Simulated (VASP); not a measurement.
# Hf2C (R-3m) in VASP: relaxation of cell and atoms with PBE

Aim: the relaxation of cell and atoms of Hf2C with PBE.

All numbers are computed with VASP 6.6.1; they aren't measurements. Logs are shortened: lines on timing, memory, paths and dates and some standing lists are left out, and cuts for length are marked.

## 1. The cell of the first run

The structure is trigonal, space group R-3m (No. 166). The conventional cell has a = 4.169 Å, b = 4.169 Å, c = 9.296 Å, α = 90.00°, β = 90.00°, γ = 120.00°. Hf (site symmetry 3m) has 4 C at 2.34 to 2.52 Å and 6 Hf at 2.84 to 2.88 Å within 3.1 Å. C (site symmetry -3m) has 8 Hf at 2.34 to 2.52 Å within 3.1 Å.

The cell was built from a structure type or drawn by symmetry, and may not be a known phase.

## 2. Relaxation of cell and atoms, PBE

Contents of INCAR:

```
SYSTEM = Hf2C
ALGO     = Normal         ! electronic algorithm
EDIFF    = 1E-7           ! SCF threshold, eV
EDIFFG   = -0.01          ! ionic threshold
ENCUT    = 600            ! plane-wave cutoff, eV
GGA      = PE             ! functional
IBRION   = 2              ! ionic algorithm
ISIF     = 3              ! what is computed and relaxed
ISMEAR   = 0              ! smearing method
LASPH    = .TRUE.         ! aspherical terms in the spheres
LCHARG   = .FALSE.        ! write CHGCAR
LREAL    = .FALSE.        ! projectors in reciprocal space
LWAVE    = .FALSE.        ! write WAVECAR
NELM     = 80             ! most SCF steps
NSW      = 100            ! ionic steps
PREC     = Accurate       ! precision mode
SIGMA    = 0.1            ! smearing width, eV
```

Contents of KPOINTS:

```
k-points
0
G
  12 12 12
  0 0 0
```

Contents of POSCAR:

```
Hf2C
1.0
    2.0844347174      1.2034489452      3.0987983627
   -2.0844347174      1.2034489452      3.0987983627
    0.0000000000     -2.4068978904      3.0987983627
Hf C
2 1
Direct
    0.2519179029      0.2519179029      0.2519179029
    0.7480820971      0.7480820971      0.7480820971
    0.0000000000      0.0000000000      0.0000000000
```

Potentials or basis: VASP PAW PBE potentials, release 64 (Hf_pv, C).

Launch:

```console
$ cat potpaw_PBE.64/Hf_pv/POTCAR potpaw_PBE.64/C/POTCAR > POTCAR
$ mpirun -np 1 vasp_std > vasp.out
```

OUTCAR:

```text
SYSTEM = Hf2C
   EDIFF = 1E-7
   EDIFFG = -0.01
   ENCUT = 600
   GGA = PE
   IBRION = 2
   ISIF = 3
   ISMEAR = 0
   LASPH = .TRUE.
   LREAL = .FALSE.
   NELM = 80
   NSW = 100
   PREC = Accurate

 ion  position               nearest neighbor table
   1  0.252  0.252  0.252-   3 2.34   3 2.52   3 2.52   3 2.52   2 2.84   2 2.84   2 2.84   2 2.88
                             2 2.88   2 2.88
   2  0.748  0.748  0.748-   3 2.34   3 2.52   3 2.52   3 2.52   1 2.84   1 2.84   1 2.84   1 2.88
                             1 2.88   1 2.88
   3  0.000  0.000  0.000-   1 2.34   2 2.34   2 2.52   2 2.52   1 2.52   1 2.52   2 2.52   1 2.52

  LATTYP: Found a trigonal (rhomboedric) cell.
 ALAT       =     3.9237365798
 COS(alpha) =     0.4355741379

  Lattice vectors:

 A1 = (   2.0844347174,   1.2034489452,   3.0987983627)
 A2 = (  -2.0844347174,   1.2034489452,   3.0987983627)
 A3 = (   0.0000000000,  -2.4068978904,   3.0987983627)

Analysis of symmetry for initial positions (statically):
=====================================================================
 Subroutine PRICEL returns:
 Original cell was already a primitive cell.

 Routine SETGRP: Setting up the symmetry group for a
 trigonal (rhombohedral) supercell.

 Subroutine GETGRP returns: Found 12 space group operations
 (whereof 12 operations were pure point group operations)
 out of a pool of 12 trial point group operations.

The static configuration has the point symmetry D_3d.

Analysis of symmetry for dynamics (positions and initial velocities):
=====================================================================
 Subroutine PRICEL returns:
 Original cell was already a primitive cell.

 Routine SETGRP: Setting up the symmetry group for a
 trigonal (rhombohedral) supercell.

 Subroutine GETGRP returns: Found 12 space group operations
 (whereof 12 operations were pure point group operations)
 out of a pool of 12 trial point group operations.

The dynamic configuration has the point symmetry D_3d.

 Subroutine INISYM returns: Found 12 space group operations
 (whereof 12 operations are pure point group operations),
 and found     1 'primitive' translations

----------------------------------------------------------------------------------------

                                     Primitive cell

  volume of cell :      46.6402

  direct lattice vectors                    reciprocal lattice vectors
     2.084434717  1.203448945  3.098798363     0.239873188  0.138490849  0.107568578
    -2.084434717  1.203448945  3.098798363    -0.239873188  0.138490849  0.107568578
     0.000000000 -2.406897890  3.098798363     0.000000000 -0.276981699  0.107568578

  length of vectors
     3.923736580  3.923736580  3.923736580     0.297136098  0.297136098  0.297136098

  position of ions in fractional coordinates (direct lattice)
     0.251917903  0.251917903  0.251917903
     0.748082097  0.748082097  0.748082097
     0.000000000  0.000000000  0.000000000

  ion indices of the primitive-cell ions
   primitive index   ion index
                 1           1
                 2           2
                 3           3

----------------------------------------------------------------------------------------

 KPOINTS: k-points

Automatic generation of k-mesh.
 Grid dimensions read from file:
 generate k-points for:   12   12   12

 Generating k-lattice:

  Cartesian coordinates                     Fractional coordinates (reciprocal lattice)
     0.019989432  0.011540904  0.008964048     0.083333333 -0.000000000  0.000000000
    -0.019989432  0.011540904  0.008964048    -0.000000000  0.083333333  0.000000000
     0.000000000 -0.023081808  0.008964048     0.000000000  0.000000000  0.083333333

  Length of vectors
     0.024761341  0.024761341  0.024761341

  Shift w.r.t. Gamma in fractional coordinates (k-lattice)
     0.000000000  0.000000000  0.000000000

 Subroutine IBZKPT returns following result:
 ===========================================

 Found    189 irreducible k-points:

 Following reciprocal coordinates:
            Coordinates               Weight
  0.000000  0.000000  0.000000      1.000000
  0.083333  0.000000  0.000000      6.000000
  0.166667  0.000000 -0.000000      6.000000
  0.250000  0.000000  0.000000      6.000000
  0.333333  0.000000  0.000000      6.000000
  0.416667  0.000000 -0.000000      6.000000
[... 16 lines left out ...]
  0.500000  0.166667  0.000000     12.000000
 -0.416667  0.166667 -0.000000     12.000000
 [... further k-points ...]
   k-points           NKPTS =    189   k-points in BZ     NKDIM =    189   number of bands    NBANDS=     16
   number of dos      NEDOS =    301   number of ions     NIONS =      3
   total plane-waves  NPLWV =  32768
   dimension x,y,z NGX =    32 NGY =   32 NGZ =   32
   dimension x,y,z NGXF=    64 NGYF=   64 NGZF=   64
   ions per type =               2   1
   NGX,Y,Z   is equivalent  to a cutoff of  13.56, 13.56, 13.56 a.u.
   NGXF,Y,Z  is equivalent  to a cutoff of  27.12, 27.12, 27.12 a.u.
 SYSTEM =  Hf2C
   PREC   = accura    normal or accurate (medium, high low for compatibility)
   ISTART =      0    job   : 0-new  1-cont  2-samecut
   ICHARG =      2    charge: 1-file 2-atom 10-const
   ISPIN  =      1    spin polarized calculation?
   LNONCOLLINEAR =      F non collinear calculations
   LSORBIT =      F    spin-orbit coupling
   LASPH  =      T    aspherical Exc in radial PAW
   ENCUT  =  600.0 eV  44.10 Ry    6.64 a.u.   7.84  7.84  7.84*2*pi/ulx,y,z
   NELM   =     80;   NELMIN=  2; NELMDL= -5     # of ELM steps
   EDIFF  = 0.1E-06   stopping-criterion for ELM
   LREAL  =      F    real-space projection
   EDIFFG = -.1E-01   stopping-criterion for IOM
   NSW    =    100    number of steps for IOM
   IBRION =      2    ionic relax: 0-MD 1-quasi-New 2-CG
   NFREE  =      1    steps in history (QN), initial steepest desc. (CG)
   ISIF   =      3    stress and relaxation
   ISYM   =      2    0-nonsym 1-usesym 2-fastsym
   POTIM  = 0.5000    time-step for ionic-motion
   TEBEG  =    0.0;   TEEND  =   0.0 temperature during run
   PSTRESS=    0.0 pullay stress
   NELECT =      24.0000    total number of electrons
   NUPDOWN=      -1.0000    fix difference up-down
   EMIN   =  10.00;   EMAX   =-10.00  energy-range for DOS
   EFERMI =   0.00;   METHOD = LEGACY
   ISMEAR =     0;   SIGMA  =   0.10  broadening in eV -4-tet -1-fermi 0-gaus
   EFERMI_NEDOS =   21; number of points for ismear=-14 and -15
   IALGO  =     38    algorithm
   IMIX   =      4    mixing-type and parameters
     AMIX     =   0.40;   BMIX     =  1.00
     AMIX_MAG =   1.60;   BMIX_MAG =  1.00
  volume/ion in A,a.u.               =      15.55       104.91
  Fermi-wavevector in a.u.,A,eV,Ry     =   1.311873  2.479080 23.415766  1.721010
  Thomas-Fermi vector in A             =   2.442304
   LORBIT       =      0    0 simple, 1 ext, 2 COOP (PROOUT), +10 PAW based schemes
   GGA     = PE    functional components
   LHFCALC =     F    Hartree Fock is set to
   AEXX    =    0.0000 exact exchange contribution
   IVDW    =     0    specifies the selected vdW correction
   LEPSILON=     F    determine dielectric tensor
   LRPA    =     F    only Hartree local field effects (RPA)
 conjugate gradient relaxation of ions
 non-spin polarized calculation
 Gauss-broadening in eV      SIGMA  =   0.10
  energy-cutoff  :      600.00
  volume of cell :       46.64
 maximum number of plane-waves:      1578
   NGX = 15   NGY = 15   NGZ = 15

--------------------------------------- Ionic step        1  -------------------------------------------

 number of electron      24.0000002 magnetization

 Free energy of the ion-electron system (eV)
  ---------------------------------------------------
  ext. energy  EPLUGINS =         0.00000000
  ---------------------------------------------------
  free energy    TOTEN  =       -28.74355948 eV

  energy without entropy =      -28.73250175  energy(sigma->0) =      -28.73803061

------------------------ aborting loop because EDIFF is reached ----------------------------------------

  FORCE on cell =-STRESS in cart. coord.  units (eV):
  Direction    XX          YY          ZZ          XY          YZ          ZX
  --------------------------------------------------------------------------------------
  -------------------------------------------------------------------------------------
  Total       -0.2620682     -0.2620682     -0.2075275      0.0000000      0.0000000      0.0000000
  in kB       -9.0025244     -9.0025244     -7.1289510      0.0000000      0.0000000      0.0000000
  external PRESSURE =      -8.3780000 kB  Pullay stress =       0.0000000 kB
[... 244 lines left out ...]
  energy  without entropy=      -28.7335348270  energy(sigma->0) =      -28.73932559

--------------------------------------- Ionic step        8  -------------------------------------------

 number of electron      24.0000002 magnetization

 Free energy of the ion-electron system (eV)
  ---------------------------------------------------
  ext. energy  EPLUGINS =         0.00000000
  ---------------------------------------------------
  free energy    TOTEN  =       -28.74517559 eV

  energy without entropy =      -28.73352815  energy(sigma->0) =      -28.73935187

 E-fermi :   6.0724     XC(G=0): -11.8929

 val. band max:        6.0615383190   @ k =   0.5000   0.1667   0.1667
 cond. band min:       6.0726414426   @ k =  -0.4167   0.2500   0.0000
 fundamental gap:      0.0111031236
 Fermi energy:         6.0724329309

 k-point     1 :       0.0000    0.0000    0.0000
  band No.  band energies     occupation
      1     -24.7876      2.00000
      2     -24.7876      2.00000
      3     -24.6637      2.00000
      4     -23.9690      2.00000
      5     -23.9044      2.00000
      6     -23.9044      2.00000
[... 8 lines left out ...]
     15      10.8464      0.00000
     16      11.4812      0.00000
[... 420 lines left out ...]
  band No.  band energies     occupation
      1     -24.8178      2.00000
      2     -24.5968      2.00000
      3     -24.5217      2.00000
      4     -24.2294      2.00000
      5     -24.1897      2.00000
      6     -23.9616      2.00000
[... 8 lines left out ...]
     15       7.9984      0.00000
     16       8.8380      0.00000

 [... further k-points ...]

------------------------ aborting loop because EDIFF is reached ----------------------------------------

  FORCE on cell =-STRESS in cart. coord.  units (eV):
  Direction    XX          YY          ZZ          XY          YZ          ZX
  --------------------------------------------------------------------------------------
  -------------------------------------------------------------------------------------
  Total       -0.0108216     -0.0108216      0.0037418      0.0000000      0.0000000      0.0000000
  in kB       -0.3738010     -0.3738010      0.1292508      0.0000000      0.0000000      0.0000000
  external PRESSURE =      -0.2061171 kB  Pullay stress =       0.0000000 kB
[... 18 lines left out ...]
  FREE ENERGIE OF THE ION-ELECTRON SYSTEM (eV)
  ---------------------------------------------------
  free  energy   TOTEN  =       -28.7451755936 eV

  energy  without entropy=      -28.7335281496  energy(sigma->0) =      -28.73935187

 reached required accuracy - stopping structural energy minimisation
```

Run time: 3.5 min. Hardware: 1 thread of Intel Xeon 6975P-C (Granite Rapids), shared host; peak memory 0.32 GiB.

What came out:

```
Free energy                           : -28.7452 eV
Relaxed volume                        : 15.46 Å³/atom
Relaxed cell                          : a = 3.934 Å, b = 3.934 Å, c = 3.934 Å, α = 63.52°, β = 63.52°, γ = 63.52°
Space group after relaxing (to 0.1 Å) : R-3m (No. 166)
Energy gained by relaxing             : 0.5 meV/atom
Ionic steps                           : 8
Pressure after relaxing               : 0.0 GPa
Band gap on the k mesh                : zero (bands 12 and 13 overlap by 1.75 eV)
```

The path:
| step | energy change (eV) | largest force (eV/Å) | pressure (GPa) | volume (Å³) |
| --- | --- | --- | --- | --- |
| 1 | 0.0000 | 0.0849 | -0.84 | 46.64 |
| 2 | 0.0003 | 0.0621 | 1.15 | 46.09 |
| 3 | -0.0008 | 0.0179 | 0.07 | 46.39 |
| 4 | -0.0010 | 0.0057 | 0.04 | 46.39 |
| 5 | -0.0014 | 0.0336 | -0.04 | 46.41 |
| 6 | -0.0014 | 0.0509 | -0.07 | 46.42 |
| 7 | -0.0016 | 0.0247 | -0.05 | 46.40 |
| 8 | -0.0016 | 0.0009 | -0.02 | 46.38 |

Final structure:
```
CELL_PARAMETERS angstrom
2.07036 1.19532 3.12377
-2.07036 1.19532 3.12377
0.00000 -2.39065 3.12377
ATOMIC_POSITIONS crystal
Hf 0.25122 0.25122 0.25122
Hf 0.74878 0.74878 0.74878
C 0.00000 0.00000 0.00000
```

Caveat: spin-orbit coupling is left out, which moves the levels of the heavy elements.
